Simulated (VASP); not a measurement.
A run of VASP 6.6.1 is set up as follows.

The input INCAR:

```
SYSTEM = CdO
ALGO     = Normal         ! electronic algorithm
EDIFF    = 1E-6           ! SCF threshold, eV
ENCUT    = 600            ! plane-wave cutoff, eV
GGA      = PE             ! functional
GGA_COMPAT= .False.      
ISIF     = 2              ! what is computed and relaxed
ISMEAR   = -1             ! smearing method
LASPH    = .True.         ! aspherical terms in the spheres
LCHARG   = .False.        ! write CHGCAR
LREAL    = .False.        ! projectors in reciprocal space
LWAVE    = .False.        ! write WAVECAR
NBANDS   = 16             ! bands
NELM     = 120            ! most SCF steps
PREC     = Accurate       ! precision mode
SIGMA    = 0.05           ! smearing width, eV
```

KPOINTS

```
k-points
0
Gamma
  6 6 6
  0 0 0
```

File POSCAR:

```
CdO
1.0
    0.0000000000      2.3177461075      2.3177461075
    2.3177461075      0.0000000000      2.3177461075
    2.3177461075      2.3177461075      0.0000000000
Cd O
1 1
Direct
    0.0000000000      0.0000000000      0.0000000000
    0.5000000000      0.5000000000      0.5000000000
```

Potentials or basis: VASP PAW PBE potentials, release 64 (Cd, O).

Run with:

```bash
$ cat potpaw_PBE.64/Cd/POTCAR potpaw_PBE.64/O/POTCAR > POTCAR
$ mpirun -np 1 vasp_std > vasp.out
```

(1) Predict the band gap on the k mesh.

(2) What does it give for the pressure?

Answers

(1) zero (band 9 reaches 2.44 eV, above the bottom of band 10 at 2.09 eV).

(2) 14.7 GPa.

Caveat: the k points lie up to 0.39 Å⁻¹ apart.
